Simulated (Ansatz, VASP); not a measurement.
# TaN: VASP beside Ansatz

File INCAR:

```
SYSTEM = TaN
PREC = Accurate
ENCUT = 600
EDIFF = 1E-6
ISMEAR = 0
SIGMA = 0.15
LREAL = .FALSE.
LASPH = .TRUE.
NELM = 120
ALGO = Normal
ISIF = 2
LWAVE = .FALSE.
LCHARG = .FALSE.
GGA = PE
NBANDS = 15
GGA_COMPAT = .FALSE.
```

File KPOINTS:

```
Automatic mesh
0
G
  20 20 20
  0 0 0
```

Contents of POSCAR:

```
TaN
1.0
    0.0000000000      2.2088530247      2.1204989037
    2.2088530247      0.0000000000      2.1204989037
    2.2088530247      2.2088530247      0.0000000000
Ta N
1 1
Direct
    0.5000000000      0.5000000000      0.5000000000
    0.0000000000      0.0000000000      0.0000000000
```

Input for Ansatz:

```yaml
crystal:
  lattice:
    - [0.0, 2.2088530247, 2.1204989037]
    - [2.2088530247, 0.0, 2.1204989037]
    - [2.2088530247, 2.2088530247, 0.0]
  atoms:
    - { symbol: Ta, position: [0.5, 0.5, 0.5] }
    - { symbol: "N", position: [0.0, 0.0, 0.0] }
basis:
  ecutwfc: 420
kpoints:
  mp_grid: { grid: [20, 20, 20] }
hamiltonian:
  xc: pbe
scf:
  occupations: { method: gaussian, width: 0.15 }
output:
  forces: true
  stress: true
  eigenvalues: true
```

Alike in both runs: task single point; functional PBE; k mesh 20 × 20 × 20; occupations gaussian, width 0.15 eV; no spin polarisation.

|  | VASP | Ansatz |
| --- | --- | --- |
| version | VASP 6.6.1 | Ansatz 0.2.0 |
| potentials or method | VASP PAW PBE potentials, release 64 (Ta_pv, N), cutoff 600 eV | scalar-relativistic, plane waves, PAW |
| valence electrons in the cell | 16 | 18 |

```csv
,VASP,Ansatz,Ansatz less VASP
gap on the k mesh at the Fermi level (eV),none,none,-
pressure (GPa),16.9,16.1,-0.88
"traceless stress, the component that is largest in VASP (GPa)",20.80,20.64,-0.165
```

A gap of «none» marks a metal or a gap that the smearing closes. With one functional, cell and mesh, what is left measures potentials, basis and numerics. VASP's potentials hold 16 valence electrons a cell and Ansatz's 18, so a difference there can come from the potentials and not from the codes.

Spin-orbit coupling is off throughout.
